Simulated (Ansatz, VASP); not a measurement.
# One calculation of Se, two programs

INCAR

```
SYSTEM = Se
ALGO = Normal ; EDIFF = 1E-7
ENCUT = 520 ; GGA = PE
ISIF = 2 ; ISMEAR = 1
LASPH = .TRUE. ; LCHARG = .FALSE.
LREAL = .FALSE. ; LWAVE = .FALSE.
NBANDS = 13 ; NELM = 100
PREC = Accurate ; SIGMA = 0.06802846561497
```

The input KPOINTS:

```
k-points
0
G
  6 6 6
  0 0 0
```

File POSCAR:

```
Se
1.0
    0.0000000000      3.1255665700      3.1255665700
    3.1255665700      0.0000000000      3.1255665700
    3.1255665700      3.1255665700      0.0000000000
Se
2
Direct
    0.5000000000      0.5000000000      0.5000000000
    0.7500000000      0.7500000000      0.7500000000
```

Input for Ansatz:

```yaml
crystal:
  lattice:
    - [0.0, 3.12556657, 3.12556657]
    - [3.12556657, 0.0, 3.12556657]
    - [3.12556657, 3.12556657, 0.0]
  atoms:
    - { symbol: Se, position: [0.5, 0.5, 0.5] }
    - { symbol: Se, position: [0.75, 0.75, 0.75] }
basis:
  ecutwfc: 420
kpoints:
  mp_grid: { grid: [6, 6, 6] }
hamiltonian:
  xc: pbe
scf:
  occupations: { method: methfessel_paxton, width: "0.005 Ry" }
output:
  forces: true
  stress: true
  eigenvalues: true
```

Alike in both runs: task single point; functional PBE; k mesh 6 × 6 × 6; no spin polarisation.

|  | VASP | Ansatz |
| --- | --- | --- |
| version | VASP 6.6.1 | Ansatz 0.2.0 |
| potentials or method | VASP PAW PBE potentials, release 64 (Se), cutoff 520 eV | scalar-relativistic, plane waves, PAW |
| occupations | methfessel-paxton of order 1, width 0.0680285 eV | methfessel-paxton of order 1 |
| valence electrons in the cell | 12 | 32 |

|  | VASP | Ansatz | Ansatz less VASP |
| --- | --- | --- | --- |
| gap on the k mesh at the Fermi level (eV) | none | none | - |
| pressure (GPa) | 1.6 | 1.6 | -0.02 |

A gap of «none» marks a metal or a gap that the smearing closes. VASP's potentials hold 12 valence electrons a cell and Ansatz's 32, so a difference there can come from the potentials and not from the codes.
